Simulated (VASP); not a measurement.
Runs of VASP 6.6.1 on Lu2Si3P. The structure is that of space group P6/mmm (No. 191), or close to it. The cells are those of the table. The cell was generated, and may not be a known phase.

```tsv
task	cell	k mesh	cutoff (eV)	gap on the mesh (eV)	pressure (GPa)	relaxed volume (Å³/atom)
single point	a = 5.796, b = 5.796, c = 3.817 Å, angles 90.0, 90.0, 120.0°, 6 atoms	3 × 3 × 4	520	none	19.0	-
relaxation of cell and atoms	relaxed from a = 5.365, b = 5.365, c = 4.819 Å, angles 90.0, 90.0, 120.0°, 6 atoms	6 × 6 × 4	600	none	0.0	19.67
single point	a = 5.223, b = 5.223, c = 4.985 Å, angles 90.0, 90.0, 120.0°, 6 atoms	6 × 6 × 4	520	none	0.2	-
single point	a = 5.221, b = 5.221, c = 4.992 Å, angles 90.0, 90.0, 120.0°, 6 atoms	12 × 12 × 8	520	none	(a)	-
single point	a = 5.365, b = 5.365, c = 4.819 Å, angles 90.0, 90.0, 120.0°, 6 atoms	3 × 3 × 4	520	none	0.2	-
relaxation of cell and atoms	relaxed from a = 5.796, b = 5.796, c = 3.817 Å, angles 90.0, 90.0, 120.0°, 6 atoms	3 × 3 × 4	600	none	0.1	20.05
```

Alike in all rows: level PBE; potentials or basis VASP PAW PBE potentials, release 64 (Lu, Si, P); no spin polarisation; smearing gaussian 0.1 eV.

Estimate the missing entries.

(a) 0.3.

Caveats: some runs use coarse meshes; spin-orbit coupling is left out, which moves the levels of the heavy elements; a cell axis changed by over 15 % at a fixed basis, so the end point is rough (at least some runs).

A k mesh can miss the band edges, and the runs leave out spin-orbit coupling on Lu.

A gap of «none» marks levels without a gap at the run's occupations.
